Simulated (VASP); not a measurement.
Here is a VASP 6.6.1 calculation.

The input INCAR:

```
  ALGO = Normal
  EDIFF = 1E-6
  EDIFFG = -0.04
  ENCUT = 600
  GGA = PE
  IBRION = 2
  ISIF = 3
  ISMEAR = 0
  LASPH = T
  LCHARG = F
  LREAL = F
  LWAVE = F
  NELM = 100
  NSW = 90
  PREC = Accurate
  SIGMA = 0.1
```

The input KPOINTS:

```
k-points
0
Gamma
  3 3 6
```

The input POSCAR:

```
Si3P4
1.0
    9.4539549300      0.0000000000      0.0000000000
   -4.7269774600      8.1873651300      0.0000000000
    0.0000000000      0.0000000000      3.6208818000
Si P
6 8
Direct
    0.8291482800      0.2354844800      0.7500000000
    0.5936638000      0.8291482800      0.2500000000
    0.2354844800      0.4063362000      0.2500000000
    0.7645155200      0.5936638000      0.7500000000
    0.4063362000      0.1708517200      0.7500000000
    0.1708517200      0.7645155200      0.2500000000
    0.6666666700      0.3333333300      0.7500000000
    0.3333333300      0.6666666700      0.2500000000
    0.6696315900      0.9727169700      0.7500000000
    0.6969146100      0.6696315900      0.2500000000
    0.9727169700      0.3030853900      0.2500000000
    0.0272830300      0.6969146100      0.7500000000
    0.3303684100      0.0272830300      0.2500000000
    0.3030853900      0.3303684100      0.7500000000
```

Potentials or basis: VASP PAW PBE potentials, release 64 (Si, P).

Command:

```bash
$ cat potpaw_PBE.64/Si/POTCAR potpaw_PBE.64/P/POTCAR > POTCAR
$ mpirun -np 1 vasp_std > vasp.out
```

(1) Predict the relaxed volume.

(2) Predict the relaxed cell.

(3) Predict the space group after relaxing (to 0.05 Å).

## Answers

(1) 21.75 Å³/atom.

(2) a = 9.768 Å, b = 9.768 Å, c = 3.684 Å, α = 90.00°, β = 90.00°, γ = 120.00°.

(3) P6_3/m (No. 176).
